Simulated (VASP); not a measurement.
# Mg: relaxation of cell and atoms with PBEsol

Mg:

```
Mg
1.0
     3.17683    0.00000    0.00000
    -1.58841    2.75121    0.00000
     0.00000    0.00000   10.31886
Mg
4
Cartesian
  1.5884 0.9171 7.7391
  0.0000 0.0000 5.1594
  0.0000 1.8341 2.5797
  0.0000 0.0000 0.0000
```

* Program: VASP 6.6.1
* Task: relaxation of cell and atoms
* Functional: PBEsol
* Potentials or basis: VASP PAW PBE potentials, release 64 (Mg)
* Cutoff: 600 eV
* k mesh: 10 × 10 × 3
* Occupations: fermi-dirac, width 0.05 eV
* Spin: no spin polarisation
* Target pressure: 30 GPa
* Dipole correction: no
* Further INCAR settings: ALGO = Normal; EDIFF = 1e-06; IBRION = 2; EDIFFG = -0.01; NSW = 60; ISIF = 3

* Relaxed volume: 15.43 Å³/atom
* Relaxed cell: a = 2.799 Å, b = 2.799 Å, c = 9.097 Å, α = 90.00°, β = 90.00°, γ = 120.00°
* Space group after relaxing (to 0.1 Å): P6_3/mmc (No. 194)
* Energy change on relaxing (the run minimises the enthalpy): +490.9 meV/atom
* Ionic steps: 8
* Pressure after relaxing: 30.0 GPa
* Band gap on the k mesh: zero (bands 4 and 5 overlap by 1.77 eV)

The path:
| step | energy change (eV) | largest force (eV/Å) | pressure (GPa) | volume (Å³) |
| --- | --- | --- | --- | --- |
| 1 | 0.0000 | 0.0000 | 0.13 | 90.19 |
| 2 | 7.6350 | 0.0000 | 95.84 | 45.69 |
| 3 | 1.7745 | 0.0000 | 27.74 | 62.79 |
| 4 | 1.9256 | 0.0000 | 29.54 | 61.94 |
| 5 | 2.0185 | 0.0000 | 30.64 | 61.45 |
| 6 | 1.9239 | 0.0000 | 29.53 | 61.95 |
| 7 | 1.9571 | 0.0000 | 29.92 | 61.77 |
| 8 | 1.9636 | 0.0000 | 30.00 | 61.73 |

Final structure:
```cif
data_structure
_symmetry_space_group_name_H-M 'P 1'
_symmetry_Int_Tables_number 1
_cell_length_a 2.7993
_cell_length_b 2.7993
_cell_length_c 9.0969
_cell_angle_alpha 90.000
_cell_angle_beta 90.000
_cell_angle_gamma 120.000
_cell_volume 61.73
loop_
_atom_site_label
_atom_site_type_symbol
_atom_site_fract_x
_atom_site_fract_y
_atom_site_fract_z
_atom_site_occupancy
Mg1 Mg 0.66667 0.33333 0.75000 1
Mg2 Mg 0.00000 0.00000 0.50000 1
Mg3 Mg 0.33333 0.66667 0.25000 1
Mg4 Mg 0.00000 0.00000 0.00000 1
```

Levels at points of the mesh, in eV from the Fermi level:
| k point | band 2 | band 3 | band 4 | band 5 | band 6 | band 7 |
| --- | --- | --- | --- | --- | --- | --- |
| (0.00, 0.00, 0.00) | -7.10 | -7.09 | -2.44 | -1.33 | 6.19 | 6.21 |
| (0.50, 0.00, 0.00) | -2.71 | -1.62 | -1.38 | -0.64 | -0.45 | 3.07 |

It took 54 s on 1 thread of Intel(R) Xeon(R) 6975P-C (Granite Rapids) (shared host), peak memory 0.26 GiB.

Caveat: the cell is relaxed towards a set pressure, so the run minimises the enthalpy, not the energy; the volume moved by over 15 % at a fixed basis, so the end points are rough; the PAW data sets were made with another functional, which shifts forces and pressure a little.
